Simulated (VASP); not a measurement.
A run of VASP 6.6.1 is set up as follows.

INCAR

```
PREC     = Accurate       # precision mode
ENCUT    = 520            # plane-wave cutoff, eV
EDIFF    = 1E-6           # SCF threshold, eV
ISMEAR   = -1             # smearing method
SIGMA    = 0.02           # smearing width, eV
LREAL    = False          # projectors in reciprocal space
LASPH    = True           # aspherical terms in the spheres
NELM     = 60             # most SCF steps
ALGO     = Normal         # electronic algorithm
ISIF     = 2              # what is computed and relaxed
LWAVE    = False          # write WAVECAR
LCHARG   = True           # write CHGCAR
GGA      = PE             # functional
LELF     = True           # ELF
LVHAR    = True         
NBANDS   = 17             # bands
```

The input KPOINTS:

```
Automatic mesh
0
Gamma
  8 8 8
```

The input POSCAR:

```
SnTe
1.0
    0.0000000000      3.1893303349      3.1893303349
    3.1893303349      0.0000000000      3.1893303349
    3.1893303349      3.1893303349      0.0000000000
Sn Te
1 1
Direct
    0.0000000000      0.0000000000      0.0000000000
    0.5000000000      0.5000000000      0.5000000000
```

Potentials or basis: VASP PAW PBE potentials, release 64 (Sn_d, Te).

The run is started by

```bash
$ cat potpaw_PBE.64/Sn_d/POTCAR potpaw_PBE.64/Te/POTCAR > POTCAR
$ mpirun -np 1 vasp_std > vasp.out
```

Estimate the band gap on the k mesh.

0.01 eV.

Estimate the pressure.

0.6 GPa.

Caveat: semilocal functionals underestimate gaps, and a narrow one can read as zero; spin-orbit coupling is left out, which moves the levels of the heavy elements. A k mesh can miss the band edges.
